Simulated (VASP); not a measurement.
Runs of VASP 6.6.1 on TiSi2. The structure is that of space group Cmcm (No. 63), or close to it. The cells are those of the table. 

```csv
cell,gap on the mesh (eV),pressure (GPa),largest force (eV/Å)
"a = 7.065, b = 7.065, c = 3.461 Å, angles 90.0, 90.0, 152.0°, 6 atoms",none,6.1,0.39
"a = 7.014, b = 7.014, c = 3.524 Å, angles 90.0, 90.0, 151.2°, 6 atoms",none,(b),0.22
"a = 7.181, b = 7.181, c = 3.431 Å, angles 90.0, 90.0, 152.7°, 6 atoms",none,7.2,0.60
"a = 6.731, b = 6.731, c = 3.555 Å, angles 90.0, 90.0, 149.7°, 6 atoms",none,(a),0.32
"a = 7.115, b = 7.115, c = 3.399 Å, angles 90.0, 90.0, 152.7°, 6 atoms",none,12.4,0.58
```

Alike in all rows: task single point; level PBEsol; potentials or basis VASP PAW PBE potentials, release 64 (Ti_sv, Si); no spin polarisation; k mesh 14 × 14 × 12; cutoff (eV) 520; smearing gaussian 0.15 eV.

Q: Estimate the missing entries.

A: (a) 3.9; (b) 0.8.

Caveats: the PAW data sets were made with another functional, which shifts forces and pressure a little; the stress differs along the axes, from -3 to 11 GPa (at least some runs); the stress differs along the axes, from -3 to 3 GPa (at least some runs); the stress differs along the axes, from -6 to 14 GPa (at least some runs); the stress differs along the axes, from 2 to 8 GPa (at least some runs); the stress differs along the axes, from -3 to 21 GPa (at least some runs).

A gap of «none» marks levels without a gap at the run's occupations.
